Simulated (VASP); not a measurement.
# Mo (Im-3m) in VASP: notebook

The runs below take Mo through single point, with PBE+D3(BJ).

Program: VASP 6.6.1. These are calculated values, not measurements. Logs are shortened: lines on timing, memory, paths and dates and some standing lists are left out, and cuts for length are marked.

### Step 1. The cell of the first run

It takes space group Im-3m (No. 229, cubic). Conventional cell: a = 3.147 Å, b = 3.147 Å, c = 3.147 Å, α = 90.00°, β = 90.00°, γ = 90.00°. Within 3.6 Å of Mo (site symmetry m-3m) lie 14 Mo at 2.73 to 3.15 Å.

### Step 2. Single point, PBE+D3(BJ)

INCAR reads:

```
PREC = Accurate ; ENCUT = 500
EDIFF = 1E-6 ; ISMEAR = -1
SIGMA = 0.1 ; LREAL = False
LASPH = True ; NELM = 120
ALGO = Normal ; ISIF = 2
LWAVE = False ; LCHARG = False
GGA = PE ; IVDW = 12
NBANDS = 13 ; GGA_COMPAT = False
```

KPOINTS reads:

```
regular mesh
0
Gamma
  7 7 7
```

POSCAR reads:

```
Mo
1.0
   -1.5734200000      1.5734200000      1.5734200000
    1.5734200000     -1.5734200000      1.5734200000
    1.5734200000      1.5734200000     -1.5734200000
Mo
1
Direct
    0.0000000000      0.0000000000      0.0000000000
```

Potentials or basis: VASP PAW PBE potentials, release 64 (Mo_sv).

Command:

```bash
> cat potpaw_PBE.64/Mo_sv/POTCAR > POTCAR
> mpirun -np 1 vasp_std > vasp.out
```

OUTCAR:

```text
PREC = Accurate
   ENCUT = 500
   EDIFF = 1E-6
   ISMEAR = -1
   LREAL = False
   LASPH = True
   NELM = 120
   ISIF = 2
   GGA = PE
   IVDW = 12
 IVDW          = 12

 ion  position               nearest neighbor table
   1  0.000  0.000  0.000-

  LATTYP: Found a body centered cubic cell.
 ALAT       =     3.1468400000

  Lattice vectors:

 A1 = (  -1.5734200000,   1.5734200000,   1.5734200000)
 A2 = (   1.5734200000,  -1.5734200000,   1.5734200000)
 A3 = (   1.5734200000,   1.5734200000,  -1.5734200000)

Analysis of symmetry for initial positions (statically):
=====================================================================
 Subroutine PRICEL returns:
 Original cell was already a primitive cell.

 Routine SETGRP: Setting up the symmetry group for a
 body centered cubic supercell.

 Subroutine GETGRP returns: Found 48 space group operations
 (whereof 48 operations were pure point group operations)
 out of a pool of 48 trial point group operations.

The static configuration has the point symmetry O_h .

Analysis of symmetry for dynamics (positions and initial velocities):
=====================================================================
 Subroutine PRICEL returns:
 Original cell was already a primitive cell.

 Routine SETGRP: Setting up the symmetry group for a
 body centered cubic supercell.

 Subroutine GETGRP returns: Found 48 space group operations
 (whereof 48 operations were pure point group operations)
 out of a pool of 48 trial point group operations.

The dynamic configuration has the point symmetry O_h .

 Subroutine INISYM returns: Found 48 space group operations
 (whereof 48 operations are pure point group operations),
 and found     1 'primitive' translations

----------------------------------------------------------------------------------------

                                     Primitive cell

  volume of cell :      15.5810

  direct lattice vectors                    reciprocal lattice vectors
    -1.573420000  1.573420000  1.573420000     0.000000000  0.317779105  0.317779105
     1.573420000 -1.573420000  1.573420000     0.317779105  0.000000000  0.317779105
     1.573420000  1.573420000 -1.573420000     0.317779105  0.317779105  0.000000000

  length of vectors
     2.725243382  2.725243382  2.725243382     0.449407521  0.449407521  0.449407521

  position of ions in fractional coordinates (direct lattice)
     0.000000000  0.000000000  0.000000000

  ion indices of the primitive-cell ions
   primitive index   ion index
                 1           1

----------------------------------------------------------------------------------------

 KPOINTS: regular mesh

Automatic generation of k-mesh.
 Grid dimensions read from file:
 generate k-points for:    7    7    7

 Generating k-lattice:

  Cartesian coordinates                     Fractional coordinates (reciprocal lattice)
     0.000000000  0.045397015  0.045397015     0.142857143  0.000000000  0.000000000
     0.045397015  0.000000000  0.045397015     0.000000000  0.142857143  0.000000000
     0.045397015  0.045397015  0.000000000     0.000000000  0.000000000  0.142857143

  Length of vectors
     0.064201074  0.064201074  0.064201074

  Shift w.r.t. Gamma in fractional coordinates (k-lattice)
     0.000000000  0.000000000  0.000000000

 Subroutine IBZKPT returns following result:
 ===========================================

 Found     20 irreducible k-points:

 Following reciprocal coordinates:
            Coordinates               Weight
  0.000000  0.000000  0.000000      1.000000
  0.142857  0.000000  0.000000     12.000000
  0.285714  0.000000  0.000000     12.000000
  0.428571  0.000000  0.000000     12.000000
  0.142857  0.142857  0.000000     24.000000
  0.285714  0.142857  0.000000     48.000000
[... 12 lines left out ...]
 -0.428571 -0.428571  0.285714      8.000000
 -0.428571  0.428571  0.428571      6.000000
   k-points           NKPTS =     20   k-points in BZ     NKDIM =     20   number of bands    NBANDS=     13
   number of dos      NEDOS =    301   number of ions     NIONS =      1
   total plane-waves  NPLWV =   8000
   dimension x,y,z NGX =    20 NGY =   20 NGZ =   20
   dimension x,y,z NGXF=    40 NGYF=   40 NGZF=   40
   ions per type =               1
   NGX,Y,Z   is equivalent  to a cutoff of  12.20, 12.20, 12.20 a.u.
   NGXF,Y,Z  is equivalent  to a cutoff of  24.40, 24.40, 24.40 a.u.
 SYSTEM =  unknown system
   PREC   = accura    normal or accurate (medium, high low for compatibility)
   ISTART =      0    job   : 0-new  1-cont  2-samecut
   ICHARG =      2    charge: 1-file 2-atom 10-const
   ISPIN  =      1    spin polarized calculation?
   LNONCOLLINEAR =      F non collinear calculations
   LSORBIT =      F    spin-orbit coupling
   LASPH  =      T    aspherical Exc in radial PAW
   ENCUT  =  500.0 eV  36.75 Ry    6.06 a.u.   4.97  4.97  4.97*2*pi/ulx,y,z
   NELM   =    120;   NELMIN=  2; NELMDL= -5     # of ELM steps
   EDIFF  = 0.1E-05   stopping-criterion for ELM
   LREAL  =      F    real-space projection
   EDIFFG = 0.1E-04   stopping-criterion for IOM
   NSW    =      0    number of steps for IOM
   IBRION =     -1    ionic relax: 0-MD 1-quasi-New 2-CG
   NFREE  =      0    steps in history (QN), initial steepest desc. (CG)
   ISIF   =      2    stress and relaxation
   ISYM   =      2    0-nonsym 1-usesym 2-fastsym
   POTIM  = 0.5000    time-step for ionic-motion
   TEBEG  =    0.0;   TEEND  =   0.0 temperature during run
   PSTRESS=    0.0 pullay stress
   NELECT =      14.0000    total number of electrons
   NUPDOWN=      -1.0000    fix difference up-down
   EMIN   =  10.00;   EMAX   =-10.00  energy-range for DOS
   EFERMI =   0.00;   METHOD = LEGACY
   ISMEAR =    -1;   SIGMA  =   0.10  broadening in eV -4-tet -1-fermi 0-gaus
   EFERMI_NEDOS =   21; number of points for ismear=-14 and -15
   IALGO  =     38    algorithm
   IMIX   =      4    mixing-type and parameters
     AMIX     =   0.40;   BMIX     =  1.00
     AMIX_MAG =   1.60;   BMIX_MAG =  1.00
  volume/ion in A,a.u.               =      15.58       105.15
  Fermi-wavevector in a.u.,A,eV,Ry     =   1.579742  2.985280 33.954495  2.495585
  Thomas-Fermi vector in A             =   2.680075
   LORBIT       =      0    0 simple, 1 ext, 2 COOP (PROOUT), +10 PAW based schemes
   GGA     = PE    functional components
   LHFCALC =     F    Hartree Fock is set to
   AEXX    =    0.0000 exact exchange contribution
   IVDW    =    12    specifies the selected vdW correction
   LEPSILON=     F    determine dielectric tensor
   LRPA    =     F    only Hartree local field effects (RPA)
 non-spin polarized calculation
  energy-cutoff  :      500.00
  volume of cell :       15.58
 maximum number of plane-waves:       410
   NGX =  9   NGY =  9   NGZ =  9

 number of electron      14.0000001 magnetization

 Free energy of the ion-electron system (eV)
  ---------------------------------------------------
  ext. energy  EPLUGINS =         0.00000000
  ---------------------------------------------------
  free energy    TOTEN  =       -10.91438144 eV

  energy without entropy =      -10.88061904  energy(sigma->0) =      -10.89750024

 E-fermi :  12.6321     XC(G=0): -13.4081

 val. band max:       12.6319703875   @ k =  -0.2857   0.2857   0.1429
 cond. band min:      12.6482641734   @ k =  -0.4286   0.4286   0.2857
 fundamental gap:      0.0162937859
 Fermi energy:        12.6320801203

 k-point     1 :       0.0000    0.0000    0.0000
  band No.  band energies     occupation
      1     -48.6270      2.00000
      2     -21.8866      2.00000
      3     -21.8866      2.00000
      4     -21.8866      2.00000
      5       5.3995      2.00000
      6      11.2785      2.00000
      7      11.2785      2.00000
      8      11.2785      2.00000
      9      14.3178      0.00000
     10      14.3178      0.00000
     11      27.4827      0.00000
     12      27.4827      0.00000
     13      27.4827      0.00000

 k-point     2 :       0.1429    0.0000    0.0000
  band No.  band energies     occupation
      1     -48.5774      2.00000
      2     -22.1687      2.00000
      3     -21.9740      2.00000
      4     -21.8887      2.00000
      5       6.2456      2.00000
      6      10.8136      2.00000
      7      11.1509      2.00000
      8      12.1143      1.98879
      9      13.8100      0.00002
     10      14.3454      0.00000
     11      27.9699      0.00000
     12      28.8697      0.00000
     13      28.9576      0.00000

 k-point     3 :       0.2857    0.0000    0.0000
  band No.  band energies     occupation
      1     -48.4644      2.00000
      2     -22.7746      2.00000
      3     -22.1660      2.00000
      4     -21.8937      2.00000
      5       7.5670      2.00000
      6       9.9216      2.00000
      7      11.3258      2.00000
      8      13.9093      0.00001
      9      14.3659      0.00000
     10      14.5559      0.00000
     11      26.9434      0.00000
     12      28.2094      0.00000
     13      32.7438      0.00000

 k-point     4 :       0.4286    0.0000    0.0000
  band No.  band energies     occupation
      1     -48.3720      2.00000
      2     -23.2362      2.00000
      3     -22.3157      2.00000
      4     -21.8980      2.00000
      5       7.3875      2.00000
      6       9.3131      2.00000
      7      13.5554      0.00020
      8      14.4417      0.00000
      9      14.9102      0.00000
     10      16.9220      0.00000
     11      24.9299      0.00000
     12      24.9837      0.00000
     13      30.8197      0.00000

 k-point     5 :       0.1429    0.1429    0.0000
  band No.  band energies     occupation
      1     -48.4960      2.00000
      2     -22.5816      2.00000
      3     -22.0833      2.00000
      4     -21.9539      2.00000
      5       7.5478      2.00000
      6      10.4197      2.00000
      7      10.4393      2.00000
      8      13.4219      0.00074
      9      13.9369      0.00000
     10      14.7287      0.00000
     11      28.5586      0.00000
     12      28.7094      0.00000
     13      30.3906      0.00000
[... 193 lines left out ...]
 k-point    18 :      -0.4286    0.4286    0.2857
  band No.  band energies     occupation
      1     -48.2552      2.00000
      2     -22.9900      2.00000
      3     -22.6395      2.00000
      4     -22.5065      2.00000
      5       8.2634      2.00000
      6       8.8122      2.00000
      7      12.6483      0.91926
      8      13.3065      0.00235
      9      16.3669      0.00000
     10      19.2892      0.00000
     11      24.8570      0.00000
     12      26.5896      0.00000
     13      30.3424      0.00000

 k-point    19 :      -0.4286   -0.4286    0.2857
  band No.  band energies     occupation
      1     -48.2207      2.00000
      2     -22.8935      2.00000
      3     -22.8935      2.00000
      4     -22.5399      2.00000
      5       8.0874      2.00000
      6       8.0874      2.00000
      7      12.7219      0.57874
      8      15.7322      0.00000
      9      15.7322      0.00000
     10      22.8697      0.00000
     11      22.8697      0.00000
     12      23.0879      0.00000
     13      32.5028      0.00000

 k-point    20 :      -0.4286    0.4286    0.4286
  band No.  band energies     occupation
      1     -48.1892      2.00000
      2     -22.8636      2.00000
      3     -22.8119      2.00000
      4     -22.8119      2.00000
      5       7.4227      2.00000
      6       7.5683      2.00000
      7      15.5595      0.00000
      8      15.5595      0.00000
      9      16.2708      0.00000
     10      20.5983      0.00000
     11      23.3218      0.00000
     12      23.3218      0.00000
     13      32.1002      0.00000

------------------------ aborting loop because EDIFF is reached ----------------------------------------

 Edisp (eV)   -0.71626

 E8    (eV) :    -0.3375

  FORCE on cell =-STRESS in cart. coord.  units (eV):
  Direction    XX          YY          ZZ          XY          YZ          ZX
  --------------------------------------------------------------------------------------
  -------------------------------------------------------------------------------------
  Total      -0.29233    -0.29233    -0.29233    -0.00000    -0.00000     0.00000
  in kB     -30.06014   -30.06014   -30.06014    -0.00000    -0.00000     0.00000
  external pressure =      -30.06 kB  Pullay stress =        0.00 kB

 VOLUME and BASIS-vectors are now :
 -----------------------------------------------------------------------------
  energy-cutoff  :      500.00
  volume of cell :       15.58
      direct lattice vectors                 reciprocal lattice vectors
    -1.573420000  1.573420000  1.573420000     0.000000000  0.317779105  0.317779105
     1.573420000 -1.573420000  1.573420000     0.317779105  0.000000000  0.317779105
     1.573420000  1.573420000 -1.573420000     0.317779105  0.317779105  0.000000000

 POSITION                                       TOTAL-FORCE (eV/Angst)
 -----------------------------------------------------------------------------------
      0.00000      0.00000      0.00000         0.000000      0.000000      0.000000
 -----------------------------------------------------------------------------------
    total drift:                                0.000000      0.000000      0.000000

  FREE ENERGIE OF THE ION-ELECTRON SYSTEM (eV)
  ---------------------------------------------------
  free  energy   TOTEN  =       -11.6306373765 eV

  energy  without entropy=      -11.5968749735  energy(sigma->0) =      -11.61375617
```

It took 8.5 s on 1 thread of Intel Xeon 8259CL, shared host; peak memory 0.13 GiB.

Results:

```yaml
Free_energy: -11.6306 eV
Pressure: -3.0 GPa
Band_gap_on_the_k_mesh: zero (band 7 reaches 15.56 eV, above the bottom of band 8 at 11.28 eV)
Dispersion_energy_per_atom: -0.716 eV
```

Levels at points of the mesh, in eV from the Fermi level:
```csv
k point,band 3,band 4,band 5,band 6,band 7,band 8,band 9,band 10,band 11,band 12
"(0.00, 0.00, 0.00)",-34.52,-34.52,-7.23,-1.35,-1.35,-1.35,1.69,1.69,14.85,14.85
```

Caveat: the k points lie up to 0.40 Å⁻¹ apart; pairwise dispersion overbinds metals, which lowers pressure and volume.

### Step 3. Single point, PBE+D3(BJ)

This run uses another cell than the first one, of 15.66 Å³/atom, 1.005 times its volume.

INCAR reads:

```
SYSTEM = Mo
  PREC = Accurate
  ENCUT = 500
  EDIFF = 1E-6
  ISMEAR = -1
  SIGMA = 0.1
  LREAL = .False.
  LASPH = .True.
  NELM = 120
  ALGO = Normal
  ISIF = 2
  LWAVE = .False.
  LCHARG = .False.
  GGA = PE
  IVDW = 12
  NBANDS = 13
  GGA_COMPAT = .False.
```

KPOINTS reads:

```
Automatic mesh
0
Gamma
  7 7 7
  0 0 0
```

POSCAR reads:

```
Mo
1.0
   -1.5760380082      1.5760380082      1.5760380082
    1.5760380082     -1.5760380082      1.5760380082
    1.5760380082      1.5760380082     -1.5760380082
Mo
1
Direct
    0.0000000000      0.0000000000      0.0000000000
```

Potentials or basis: VASP PAW PBE potentials, release 64 (Mo_sv).

Command:

```bash
> cat potpaw_PBE.64/Mo_sv/POTCAR > POTCAR
> mpirun -np 1 vasp_std > vasp.out
```

It took 8.8 s on 1 thread of Intel Xeon 8259CL, shared host; peak memory 0.13 GiB.

The run converged. Its results:

| Quantity | Value |
| --- | --- |
| Free energy | -11.6289 eV |
| Pressure | -4.3 GPa |
| Band gap on the k mesh | zero (band 7 reaches 15.46 eV, above the bottom of band 8 at 11.21 eV) |
| Dispersion energy per atom | -0.713 eV |

Levels at points of the mesh, in eV from the Fermi level:
```csv
k point,band 3,band 4,band 5,band 6,band 7,band 8,band 9,band 10,band 11,band 12
"(0.00, 0.00, 0.00)",-34.53,-34.53,-7.22,-1.34,-1.34,-1.34,1.68,1.68,14.84,14.84
```

Caveat: the k points lie up to 0.40 Å⁻¹ apart; pairwise dispersion overbinds metals, which lowers pressure and volume.

### Step 4. Single point, PBE+D3(BJ)

This run uses another cell than the first one, of 15.50 Å³/atom, 0.995 times its volume.

INCAR reads:

```
ALGO = Normal
EDIFF = 1E-6
ENCUT = 500
GGA = PE
GGA_COMPAT = False
ISIF = 2
ISMEAR = -1
IVDW = 12
LASPH = True
LCHARG = False
LREAL = False
LWAVE = False
NBANDS = 13
NELM = 120
PREC = Accurate
SIGMA = 0.1
```

KPOINTS reads:

```
k-points
0
Gamma
  7 7 7
```

POSCAR reads:

```
Mo
1.0
   -1.5707932505      1.5707932505      1.5707932505
    1.5707932505     -1.5707932505      1.5707932505
    1.5707932505      1.5707932505     -1.5707932505
Mo
1
Direct
    0.0000000000      0.0000000000      0.0000000000
```

Command:

```bash
> cat potpaw_PBE.64/Mo_sv/POTCAR > POTCAR
> mpirun -np 1 vasp_std > vasp.out
```

Wall time 8.2 s (1 thread of Intel Xeon 8259CL, shared host); peak memory 0.13 GiB.

Results (log left out):

| Property | Result |
| --- | --- |
| Free energy | -11.6318 eV |
| Pressure | -1.7 GPa |
| Band gap on the k mesh | zero (band 7 reaches 15.66 eV, above the bottom of band 8 at 11.35 eV) |
| Dispersion energy per atom | -0.720 eV |

Levels at points of the mesh, in eV from the Fermi level:
```tsv
k point	band 4	band 5	band 6	band 7	band 8	band 9	band 10	band 11
(0.00, 0.00, 0.00)	-34.51	-7.25	-1.36	-1.36	-1.36	1.69	1.69	14.86
```

Caveat: the k points lie up to 0.40 Å⁻¹ apart; pairwise dispersion overbinds metals, which lowers pressure and volume.

### Step 5. Summary

```tsv
cell	gap on the mesh (eV)	pressure (GPa)
a = 2.725 Å, angles 109.5°, 1 atom	none	-3.0
a = 2.730 Å, angles 109.5°, 1 atom	none	-4.3
a = 2.721 Å, angles 109.5°, 1 atom	none	-1.7
```

Alike in all rows: task single point; level PBE+D3(BJ); potentials or basis VASP PAW PBE potentials, release 64 (Mo_sv); no spin polarisation; k mesh 7 × 7 × 7; cutoff (eV) 500; smearing fermi-dirac 0.1 eV.

Caveats: all runs use coarse meshes; pairwise dispersion overbinds metals, which lowers pressure and volume.

Absolute energies hang on the potentials; compare differences alone.
